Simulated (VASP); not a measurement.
The system is Ag.

```
Ag
1.0
    -1.49672    1.49672    1.99428
     1.49672   -1.49672    1.99428
     1.49672    1.49672   -1.99428
Ag
1
Direct
  0.00000 0.00000 0.00000
```

| Item | Value |
| --- | --- |
| Program | VASP 6.6.1 |
| Task | relaxation of cell and atoms |
| Functional | PBE |
| Potentials or basis | VASP PAW PBE potentials, release 64 (Ag) |
| Cutoff | 600 eV |
| k mesh | 26 × 26 × 26 |
| Occupations | gaussian, width 0.1 eV |
| Spin | no spin polarisation |

At the start: pressure -0.2 GPa; volume 17.87 Å³/atom.

Problem. Where does the relaxation end?

Solution. Over 9 steps the energy falls by 3.5 meV/atom and the volume is 17.82 Å³/atom (-0.3 %); space group Fm-3m (No. 225, to 0.05 Å).

Step by step:
```tsv
step	energy change (eV)	largest force (eV/Å)	pressure (GPa)	volume (Å³)
1	0.0000	0.0000	-0.20	17.87
2	-0.0008	0.0000	0.06	17.81
3	-0.0021	0.0000	0.90	17.64
4	-0.0025	0.0000	0.67	17.68
5	-0.0034	0.0000	0.06	17.80
6	-0.0035	0.0000	-0.24	17.85
7	-0.0035	0.0000	-0.20	17.84
8	-0.0035	0.0000	-0.12	17.83
9	-0.0035	0.0000	-0.06	17.82
```

Final structure:
```
CELL_PARAMETERS angstrom
-1.46603 1.46603 2.07278
1.46603 -1.46603 2.07278
1.46603 1.46603 -2.07278
ATOMIC_POSITIONS crystal
Ag 0.00000 0.00000 0.00000
```
